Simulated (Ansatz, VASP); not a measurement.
## Ge in VASP and in Ansatz

File INCAR:

```
SYSTEM = Ge
  ALGO = Normal
  DIPOL = 0.5 0.5 0.500
  EDIFF = 1E-6
  ENCUT = 520
  IDIPOL = 3
  ISIF = 2
  ISMEAR = 0
  LASPH = .TRUE.
  LCHARG = .FALSE.
  LDIPOL = .TRUE.
  LREAL = .FALSE.
  LWAVE = .FALSE.
  NBANDS = 21
  NELM = 80
  PREC = Accurate
  SIGMA = 0.1
```

The input KPOINTS:

```
k-points
0
G
  12 12 1
  0 0 0
```

The input POSCAR:

```
Ge
1.0
    3.7040000000      0.0000000000      0.0000000000
   -1.8520000000      3.2077580956      0.0000000000
    0.0000000000      0.0000000000     28.0000000000
Ge
2
Direct
    0.3333333333      0.6666666667      0.5025535714
    0.6666666667      0.3333333333      0.4974464286
```

Input for Ansatz:

```yaml
crystal:
  lattice:
    - [3.704, 0.0, 0.0]
    - [-1.852, 3.2077580956, 0.0]
    - [0.0, 0.0, 28.0]
  atoms:
    - { symbol: Ge, position: [0.3333333333, 0.6666666667, 0.5025535714] }
    - { symbol: Ge, position: [0.6666666667, 0.3333333333, 0.4974464286] }
  periodic: [true, true, false]
basis:
  ecutwfc: 420
kpoints:
  mp_grid: { grid: [12, 12, 1] }
hamiltonian:
  xc: lda
scf:
  occupations: { method: gaussian, width: 0.1 }
output:
  forces: true
  stress: true
  eigenvalues: true
```

Alike in both runs: task single point; functional LDA; k mesh 12 × 12 × 1; occupations gaussian, width 0.1 eV; no spin polarisation.

|  | VASP | Ansatz |
| --- | --- | --- |
| version | VASP 6.6.1 | Ansatz 0.2.0 |
| potentials or method | VASP PAW LDA potentials, release 64 (Ge_d), cutoff 520 eV | scalar-relativistic, plane waves, PAW |
| valence electrons in the cell | 28 | 28 |

|  | VASP | Ansatz | Ansatz less VASP |
| --- | --- | --- | --- |
| gap on the k mesh at the Fermi level (eV) | none | none | - |
| rms of the force components (eV/Å) | 0.309 | 0.309 | +0.0003 |

LDA's correlation is that of Perdew and Zunger in VASP and of Perdew and Wang (1992) in Ansatz. Atom by atom the forces differ by 0.000 eV/Å (rms over components). A gap of «none» marks a metal or a gap that the smearing closes.
